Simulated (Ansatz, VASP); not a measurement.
# One calculation of BP, two programs

The input INCAR:

```
SYSTEM = BP
ALGO = Normal ; EDIFF = 1E-6
ENCUT = 500 ; GGA = PE
GGA_COMPAT = .FALSE. ; ISIF = 2
ISMEAR = -1 ; LASPH = .TRUE.
LCHARG = .FALSE. ; LREAL = .FALSE.
LWAVE = .FALSE. ; NBANDS = 11
NELM = 120 ; PREC = Accurate
SIGMA = 0.1
```

File KPOINTS:

```
k-points
0
G
  8 8 8
  0 0 0
```

File POSCAR:

```
BP
1.0
    0.0000000000      2.2690000000      2.2690000000
    2.2690000000      0.0000000000      2.2690000000
    2.2690000000      2.2690000000      0.0000000000
B P
1 1
Direct
    0.0000000000      0.0000000000      0.0000000000
    0.2500000000      0.2500000000      0.2500000000
```

Input for Ansatz:

```yaml
crystal:
  lattice:
    - [0.0, 2.269, 2.269]
    - [2.269, 0.0, 2.269]
    - [2.269, 2.269, 0.0]
  atoms:
    - { symbol: B, position: [0.0, 0.0, 0.0] }
    - { symbol: P, position: [0.25, 0.25, 0.25] }
basis:
  ecutwfc: 450.0
kpoints:
  mp_grid:
    grid: [8, 8, 8]
hamiltonian:
  xc: pbe
scf:
  convergence:
    dr2_threshold: 1.0e-10
  occupations:
    method: fermi_dirac
output:
  stress: true
```

Alike in both runs: task single point; functional PBE; k mesh 8 × 8 × 8; no spin polarisation.

|  | VASP | Ansatz |
| --- | --- | --- |
| version | VASP 6.6.1 | Ansatz 0.2.0 |
| potentials or method | VASP PAW PBE potentials, release 64 (B, P), cutoff 500 eV | plane waves, PAW |
| occupations | fermi-dirac, width 0.1 eV | fermi-dirac |
| valence electrons in the cell | 8 | 8 |

|  | VASP | Ansatz | Ansatz less VASP |
| --- | --- | --- | --- |
| pressure (GPa) | 0.9 | 1.1 | +0.22 |
